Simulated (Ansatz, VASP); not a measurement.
**Two plane-wave programs on NaCl**

INCAR

```
PREC = Accurate ; ENCUT = 520
EDIFF = 1E-6 ; ISMEAR = 0
SIGMA = 0.05 ; LREAL = F
LASPH = T ; NELM = 80
ALGO = Normal ; ISIF = 2
LWAVE = F ; LCHARG = F
GGA = PS ; NBANDS = 14
```

Contents of KPOINTS:

```
Automatic mesh
0
Gamma
  8 8 8
```

File POSCAR:

```
NaCl
1.0
    0.0000000000      2.8459087500      2.8317500000
    2.8317500000      0.0000000000      2.8317500000
    2.8317500000      2.8459087500      0.0000000000
Na Cl
1 1
Direct
    0.0000000000      0.0000000000      0.0000000000
    0.5000000000      0.5000000000      0.5000000000
```

Input for Ansatz:

```yaml
crystal:
  lattice:
    - [0.0, 2.84590875, 2.83175]
    - [2.83175, 0.0, 2.83175]
    - [2.83175, 2.84590875, 0.0]
  atoms:
    - { symbol: Na, position: [0.0, 0.0, 0.0] }
    - { symbol: Cl, position: [0.5, 0.5, 0.5] }
basis:
  ecutwfc: 420
kpoints:
  mp_grid: { grid: [8, 8, 8] }
hamiltonian:
  xc: pbesol
scf:
  occupations: { method: gaussian, width: 0.05 }
output:
  forces: true
  stress: true
  eigenvalues: true
```

Change from the starting cell: strain +0.0050 x Voigt [0, 1, 0, 0, 0, 0], atoms carried along.

Alike in both runs: task single point; functional PBEsol; k mesh 8 × 8 × 8; occupations gaussian, width 0.05 eV; no spin polarisation.

|  | VASP | Ansatz |
| --- | --- | --- |
| version | VASP 6.6.1 | Ansatz 0.2.0 |
| potentials or method | VASP PAW PBE potentials, release 64 (Na_pv, Cl), cutoff 520 eV | scalar-relativistic, plane waves, PAW |
| valence electrons in the cell | 14 | 16 |

```csv
,VASP,Ansatz,Ansatz less VASP
gap on the k mesh at the Fermi level (eV),4.87,4.87,+0.004
least direct gap on the mesh (eV),4.87,4.87,+0.004
pressure (GPa),-0.9,-0.9,-0.01
"traceless stress, the component that is largest in VASP (GPa)",-0.12,-0.11,+0.002
```

VASP's potentials were made for PBE, not for PBEsol. With one functional, cell and mesh, what is left measures potentials, basis and numerics. VASP's potentials hold 14 valence electrons a cell and Ansatz's 16, so a difference there can come from the potentials and not from the codes.
